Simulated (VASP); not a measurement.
# In2Ru (Fd-3m) in VASP: a series of runs

In2Ru is run at these levels: r2SCAN; tasks: single point, relaxation of cell and atoms.

All numbers are computed with VASP 6.6.1; they aren't measurements. Logs are shortened: lines on timing, memory, paths and dates and some standing lists are left out, and cuts for length are marked.

### 1 The cell of the first run

The structure is cubic, space group Fd-3m (No. 227). Conventional cell: a = 7.763 Å, b = 7.763 Å, c = 7.763 Å, α = 90.00°, β = 90.00°, γ = 90.00°. In (site symmetry -3m) has 6 In at 2.74 Å and 6 Ru at 3.22 Å within 3.6 Å. Ru (site symmetry -43m) has 12 In at 3.22 Å and 4 Ru at 3.36 Å within 4.2 Å.

### 2 Single point, r2SCAN

Input file POSCAR:

```
In2Ru
1.0
    0.0000000000      3.8816280858      3.8816280858
    3.8816280858      0.0000000000      3.8816280858
    3.8816280858      3.8816280858      0.0000000000
In Ru
4 2
Direct
    0.6250000000      0.6250000000      0.6250000000
    0.1250000000      0.6250000000      0.6250000000
    0.6250000000      0.6250000000      0.1250000000
    0.6250000000      0.1250000000      0.6250000000
    0.0000000000      0.0000000000      0.0000000000
    0.2500000000      0.2500000000      0.2500000000
```

Input file INCAR.step1:

```
ALGO     = Normal         # electronic algorithm
EDIFF    = 1E-4           # SCF threshold, eV
ENCUT    = 520            # plane-wave cutoff, eV
GGA      = PE             # functional
ISMEAR   = 0              # smearing method
LASPH    = T              # aspherical terms in the spheres
LCHARG   = F              # write CHGCAR
LREAL    = F              # projectors in reciprocal space
LWAVE    = T              # write WAVECAR
NBANDS   = 49             # bands
NELM     = 100            # most SCF steps
PREC     = Accurate       # precision mode
SIGMA    = 0.1            # smearing width, eV
```

Input file INCAR.step2:

```
ALGO     = Normal         # electronic algorithm
EDIFF    = 1E-7           # SCF threshold, eV
ENCUT    = 520            # plane-wave cutoff, eV
ISIF     = 2              # what is computed and relaxed
ISMEAR   = 0              # smearing method
ISTART   = 1            
LASPH    = T              # aspherical terms in the spheres
LCHARG   = F              # write CHGCAR
LMIXTAU  = T            
LREAL    = F              # projectors in reciprocal space
LWAVE    = F              # write WAVECAR
METAGGA  = R2SCAN         # meta-GGA
NBANDS   = 49             # bands
NELM     = 100            # most SCF steps
PREC     = Accurate       # precision mode
SIGMA    = 0.1            # smearing width, eV
```

Input file KPOINTS:

```
k-points
0
Gamma
  4 4 4
```

Potentials or basis: VASP PAW PBE potentials, release 64 (In_d, Ru_pv).

On the command line:

```bash
$ cat potpaw_PBE.64/In_d/POTCAR potpaw_PBE.64/Ru_pv/POTCAR > POTCAR
$ cp INCAR.step1 INCAR
$ mpirun -np 1 vasp_std > vasp.out
$ cp INCAR.step2 INCAR
$ mpirun -np 1 vasp_std > vasp.out
```

OUTCAR:

```text
EDIFF = 1E-7
   ENCUT = 520
   ISIF = 2
   ISMEAR = 0
   ISTART = 1
   LASPH = T
   LREAL = F
   METAGGA = R2SCAN
   NELM = 100
   PREC = Accurate

 ion  position               nearest neighbor table
   1  0.625  0.625  0.625-   2 2.74   3 2.74   4 2.74   3 2.74   4 2.74   2 2.74   6 3.22   5 3.22
                             6 3.22   5 3.22   6 3.22   5 3.22
   2  0.125  0.625  0.625-   1 2.74   3 2.74   4 2.74   1 2.74   3 2.74   4 2.74   5 3.22   6 3.22
                             5 3.22   6 3.22   6 3.22   5 3.22
   3  0.625  0.625  0.125-   1 2.74   1 2.74   2 2.74   4 2.74   4 2.74   2 2.74   6 3.22   5 3.22
                             6 3.22   5 3.22   6 3.22   5 3.22
   4  0.625  0.125  0.625-   1 2.74   3 2.74   1 2.74   2 2.74   3 2.74   2 2.74   6 3.22   5 3.22
                             6 3.22   5 3.22   6 3.22   5 3.22
   5  0.000  0.000  0.000-   3 3.22   4 3.22   2 3.22   3 3.22   2 3.22   4 3.22   1 3.22   1 3.22
                             1 3.22   2 3.22   3 3.22   4 3.22   6 3.36   6 3.36   6 3.36   6 3.36
   6  0.250  0.250  0.250-   2 3.22   4 3.22   2 3.22   3 3.22   3 3.22   4 3.22   1 3.22   1 3.22
                             2 3.22   3 3.22   4 3.22   1 3.22   5 3.36   5 3.36   5 3.36   5 3.36

  LATTYP: Found a face centered cubic cell.
 ALAT       =     7.7632561716

  Lattice vectors:

 A1 = (   0.0000000000,   3.8816280858,   3.8816280858)
 A2 = (   3.8816280858,   0.0000000000,   3.8816280858)
 A3 = (   3.8816280858,   3.8816280858,   0.0000000000)

Analysis of symmetry for initial positions (statically):
=====================================================================
 Subroutine PRICEL returns:
 Original cell was already a primitive cell.

 Routine SETGRP: Setting up the symmetry group for a
 face centered cubic supercell.

 Subroutine GETGRP returns: Found 48 space group operations
 (whereof 24 operations were pure point group operations)
 out of a pool of 48 trial point group operations.

The static configuration has the point symmetry T_d .
 The point group associated with its full space group is O_h .

Analysis of symmetry for dynamics (positions and initial velocities):
=====================================================================
 Subroutine PRICEL returns:
 Original cell was already a primitive cell.

 Routine SETGRP: Setting up the symmetry group for a
 face centered cubic supercell.

 Subroutine GETGRP returns: Found 48 space group operations
 (whereof 24 operations were pure point group operations)
 out of a pool of 48 trial point group operations.

The dynamic configuration has the point symmetry T_d .
 The point group associated with its full space group is O_h .

 Subroutine INISYM returns: Found 48 space group operations
 (whereof 24 operations are pure point group operations),
 and found     1 'primitive' translations

----------------------------------------------------------------------------------------

                                     Primitive cell

  volume of cell :     116.9693

  direct lattice vectors                    reciprocal lattice vectors
     0.000000000  3.881628086  3.881628086    -0.128811929  0.128811929  0.128811929
     3.881628086  0.000000000  3.881628086     0.128811929 -0.128811929  0.128811929
     3.881628086  3.881628086  0.000000000     0.128811929  0.128811929 -0.128811929

  length of vectors
     5.489451083  5.489451083  5.489451083     0.223108805  0.223108805  0.223108805

  position of ions in fractional coordinates (direct lattice)
     0.625000000  0.625000000  0.625000000
     0.125000000  0.625000000  0.625000000
     0.625000000  0.625000000  0.125000000
     0.625000000  0.125000000  0.625000000
     0.000000000  0.000000000  0.000000000
     0.250000000  0.250000000  0.250000000

  ion indices of the primitive-cell ions
   primitive index   ion index
                 1           1
                 2           2
                 3           3
                 4           4
                 5           5
                 6           6

----------------------------------------------------------------------------------------

 KPOINTS: k-points

Automatic generation of k-mesh.
 Grid dimensions read from file:
 generate k-points for:    4    4    4

 Generating k-lattice:

  Cartesian coordinates                     Fractional coordinates (reciprocal lattice)
    -0.032202982  0.032202982  0.032202982     0.250000000  0.000000000  0.000000000
     0.032202982 -0.032202982  0.032202982     0.000000000  0.250000000  0.000000000
     0.032202982  0.032202982 -0.032202982     0.000000000  0.000000000  0.250000000

  Length of vectors
     0.055777201  0.055777201  0.055777201

  Shift w.r.t. Gamma in fractional coordinates (k-lattice)
     0.000000000  0.000000000  0.000000000

 Subroutine IBZKPT returns following result:
 ===========================================

 Found      8 irreducible k-points:

 Following reciprocal coordinates:
            Coordinates               Weight
  0.000000  0.000000  0.000000      1.000000
  0.250000  0.000000  0.000000      8.000000
  0.500000  0.000000  0.000000      4.000000
  0.250000  0.250000  0.000000      6.000000
  0.500000  0.250000  0.000000     24.000000
 -0.250000  0.250000  0.000000     12.000000
  0.500000  0.500000  0.000000      3.000000
 -0.250000  0.500000  0.250000      6.000000
   k-points           NKPTS =      8   k-points in BZ     NKDIM =      8   number of bands    NBANDS=     49
   number of dos      NEDOS =    301   number of ions     NIONS =      6
   total plane-waves  NPLWV =  74088
   dimension x,y,z NGX =    42 NGY =   42 NGZ =   42
   dimension x,y,z NGXF=    84 NGYF=   84 NGZF=   84
   ions per type =               4   2
   NGX,Y,Z   is equivalent  to a cutoff of  12.72, 12.72, 12.72 a.u.
   NGXF,Y,Z  is equivalent  to a cutoff of  25.44, 25.44, 25.44 a.u.
 SYSTEM =  unknown system
   PREC   = accura    normal or accurate (medium, high low for compatibility)
   ISTART =      1    job   : 0-new  1-cont  2-samecut
   ICHARG =      0    charge: 1-file 2-atom 10-const
   ISPIN  =      1    spin polarized calculation?
   LNONCOLLINEAR =      F non collinear calculations
   LSORBIT =      F    spin-orbit coupling
   LASPH  =      T    aspherical Exc in radial PAW
   ENCUT  =  520.0 eV  38.22 Ry    6.18 a.u.  10.21 10.21 10.21*2*pi/ulx,y,z
   NELM   =    100;   NELMIN=  2; NELMDL=  0     # of ELM steps
   EDIFF  = 0.1E-06   stopping-criterion for ELM
   LREAL  =      F    real-space projection
   EDIFFG = 0.1E-05   stopping-criterion for IOM
   NSW    =      0    number of steps for IOM
   IBRION =     -1    ionic relax: 0-MD 1-quasi-New 2-CG
   NFREE  =      0    steps in history (QN), initial steepest desc. (CG)
   ISIF   =      2    stress and relaxation
   ISYM   =      2    0-nonsym 1-usesym 2-fastsym
   POTIM  = 0.5000    time-step for ionic-motion
   TEBEG  =    0.0;   TEEND  =   0.0 temperature during run
   PSTRESS=    0.0 pullay stress
   NELECT =      80.0000    total number of electrons
   NUPDOWN=      -1.0000    fix difference up-down
   EMIN   =  10.00;   EMAX   =-10.00  energy-range for DOS
   EFERMI =   0.00;   METHOD = LEGACY
   ISMEAR =     0;   SIGMA  =   0.10  broadening in eV -4-tet -1-fermi 0-gaus
   EFERMI_NEDOS =   21; number of points for ismear=-14 and -15
   IALGO  =     38    algorithm
   IMIX   =      4    mixing-type and parameters
     AMIX     =   0.40;   BMIX     =  1.00
     AMIX_MAG =   1.60;   BMIX_MAG =  1.00
  volume/ion in A,a.u.               =      19.49       131.56
  Fermi-wavevector in a.u.,A,eV,Ry     =   1.442384  2.725711 28.306536  2.080472
  Thomas-Fermi vector in A             =   2.560910
   LORBIT       =      0    0 simple, 1 ext, 2 COOP (PROOUT), +10 PAW based schemes
   METAGGA = R2SCAN    functional components
   LHFCALC =     F    Hartree Fock is set to
   AEXX    =    0.0000 exact exchange contribution
   IVDW    =     0    specifies the selected vdW correction
   LEPSILON=     F    determine dielectric tensor
   LRPA    =     F    only Hartree local field effects (RPA)
 non-spin polarized calculation
 Gauss-broadening in eV      SIGMA  =   0.10
  energy-cutoff  :      520.00
  volume of cell :      116.97
 maximum number of plane-waves:      3178
 NGX is ok and might be reduce to    42
   NGX = 21   NGY = 21   NGZ = 21

 number of electron      79.9999980 magnetization

 Free energy of the ion-electron system (eV)
  ---------------------------------------------------
  ext. energy  EPLUGINS =         0.00000000
  ---------------------------------------------------
  free energy    TOTEN  =      -135.64531143 eV

  energy without entropy =     -135.58795859  energy(sigma->0) =     -135.61663501

 E-fermi :  10.1004     XC(G=0): -12.7807

 val. band max:       10.0882893062   @ k =   0.5000   0.2500   0.0000
 cond. band min:      10.1077030323   @ k =   0.5000   0.5000   0.0000
 fundamental gap:      0.0194137261
 Fermi energy:        10.1003840947

 k-point     1 :       0.0000    0.0000    0.0000
  band No.  band energies     occupation
      1     -33.1013      2.00000
      2     -33.1013      2.00000
      3     -33.1013      2.00000
      4     -33.0713      2.00000
      5     -33.0713      2.00000
      6     -33.0713      2.00000
[... 41 lines left out ...]
     48      13.8906      0.00000
     49      13.8906      0.00000

 k-point     2 :       0.2500    0.0000    0.0000
  band No.  band energies     occupation
      1     -33.1026      2.00000
      2     -33.1026      2.00000
      3     -33.1002      2.00000
      4     -33.0725      2.00000
      5     -33.0700      2.00000
      6     -33.0699      2.00000
[... 41 lines left out ...]
     48      14.2084      0.00000
     49      16.4928      0.00000

 k-point     3 :       0.5000    0.0000    0.0000
  band No.  band energies     occupation
      1     -33.1039      2.00000
      2     -33.1039      2.00000
      3     -33.0992      2.00000
      4     -33.0736      2.00000
      5     -33.0687      2.00000
      6     -33.0687      2.00000
[... 249 lines left out ...]
     48      14.7812      0.00000
     49      15.2932      0.00000

 k-point     8 :      -0.2500    0.5000    0.2500
  band No.  band energies     occupation
      1     -33.1066      2.00000
      2     -33.1066      2.00000
      3     -33.0864      2.00000
      4     -33.0864      2.00000
      5     -33.0661      2.00000
      6     -33.0661      2.00000
[... 41 lines left out ...]
     48      14.9815      0.00000
     49      17.0602      0.00000

------------------------ aborting loop because EDIFF is reached ----------------------------------------

  FORCE on cell =-STRESS in cart. coord.  units (eV):
  Direction    XX          YY          ZZ          XY          YZ          ZX
  --------------------------------------------------------------------------------------
  -------------------------------------------------------------------------------------
  Total        0.2274939      0.2274939      0.2274939      0.0000000      0.0000000      0.0000000
  in kB        3.1160798      3.1160798      3.1160798      0.0000000      0.0000000      0.0000000
  external PRESSURE =       3.1160798 kB  Pullay stress =       0.0000000 kB

 VOLUME and BASIS-vectors are now :
 -----------------------------------------------------------------------------
  energy-cutoff  :      520.00
  volume of cell :      116.97
      direct lattice vectors                 reciprocal lattice vectors
     0.000000000  3.881628086  3.881628086    -0.128811929  0.128811929  0.128811929
     3.881628086  0.000000000  3.881628086     0.128811929 -0.128811929  0.128811929
     3.881628086  3.881628086  0.000000000     0.128811929  0.128811929 -0.128811929

 POSITION                                       TOTAL-FORCE (eV/Angst)
 -----------------------------------------------------------------------------------
      4.85204      4.85204      4.85204        -0.000000      0.000000      0.000000
      4.85204      2.91122      2.91122        -0.000000      0.000000      0.000000
      2.91122      2.91122      4.85204        -0.000000      0.000000      0.000000
      2.91122      4.85204      2.91122        -0.000000      0.000000      0.000000
      0.00000      0.00000      0.00000        -0.000000     -0.000000     -0.000000
      1.94081      1.94081      1.94081         0.000000      0.000000      0.000000
 -----------------------------------------------------------------------------------
    total drift:                                0.000000      0.000000      0.000000

  FREE ENERGIE OF THE ION-ELECTRON SYSTEM (eV)
  ---------------------------------------------------
  free  energy   TOTEN  =      -135.6453114254 eV

  energy  without entropy=     -135.5879585934  energy(sigma->0) =     -135.61663501
```

Wall time 2.2 min (1 thread of Intel Xeon 6975P-C (Granite Rapids), shared host); peak memory 0.3 GiB.

Results:

```yaml
Free_energy: -135.6453 eV
Pressure: 0.3 GPa
Band_gap_on_the_k_mesh: zero (band 40 reaches 10.59 eV, above the bottom of band 41 at 10.06 eV)
```

Levels at points of the mesh, in eV from the Fermi level:
| k point | band 36 | band 37 | band 38 | band 39 | band 40 | band 41 | band 42 | band 43 |
| --- | --- | --- | --- | --- | --- | --- | --- | --- |
| (0.00, 0.00, 0.00) | -3.08 | -0.35 | -0.35 | 0.29 | 0.29 | 0.29 | 0.69 | 1.28 |
| (0.50, 0.00, 0.00) | -1.75 | -0.60 | -0.60 | -0.29 | 0.05 | 0.05 | 0.77 | 0.77 |
| (0.50, 0.50, 0.00) | -1.56 | -0.90 | -0.90 | -0.65 | -0.65 | 0.01 | 0.01 | 4.22 |

Caveat: the PAW data sets were made with another functional, which shifts forces and pressure a little; spin-orbit coupling is left out, which moves the levels of the heavy elements.

(Part 1 of 2 ends here.)
